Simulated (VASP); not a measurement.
**Mg7Te: single point with PBE**

Mg7Te:

```
Mg Te
1.0
     3.21697    1.85732    5.23685
    -3.21697    1.85732    5.23685
     0.00000   -3.71463    5.23685
Mg Te
7 1
Direct
  0.00000 0.00000 0.50000
  0.50000 0.00000 0.00000
  0.00000 0.50000 0.00000
  0.50000 0.50000 0.00000
  0.00000 0.50000 0.50000
  0.50000 0.00000 0.50000
  0.00000 0.00000 0.00000
  0.50000 0.50000 0.50000
```

The cell was built from a structure type or drawn by symmetry, and may not be a known phase.

| Item | Value |
| --- | --- |
| Program | VASP 6.6.1 |
| Task | single point |
| Functional | PBE |
| Potentials or basis | VASP PAW PBE potentials, release 64 (Mg, Te) |
| Cutoff | 520 eV |
| k mesh | 3 × 3 × 3 |
| Occupations | gaussian, width 0.2 eV |
| Spin | no spin polarisation |

- Pressure: 0.1 GPa
- Band gap on the k mesh: zero (bands 10 and 11 overlap by 1.77 eV)

Stress tensor (GPa, compression positive):
```
0.02 0.00 0.00
0.00 0.02 0.00
0.00 0.00 0.22
```

Levels at points of the mesh, in eV from the Fermi level:
```
           k point  band 7  band 8  band 9  band 10  band 11  band 12  band 13  band 14
(0.00, 0.00, 0.00)   -1.56   -1.56   -1.53    -0.89    -0.89    -0.88    -0.01     0.44
```

Run time: 29 s on 1 thread of Intel Xeon 8259CL, on a shared host, peak memory 0.31 GiB.

Caveat: the k points lie up to 0.40 Å⁻¹ apart, too coarse for converged energies and pressures of a metal; spin-orbit coupling is left out, which moves the levels of the heavy elements.
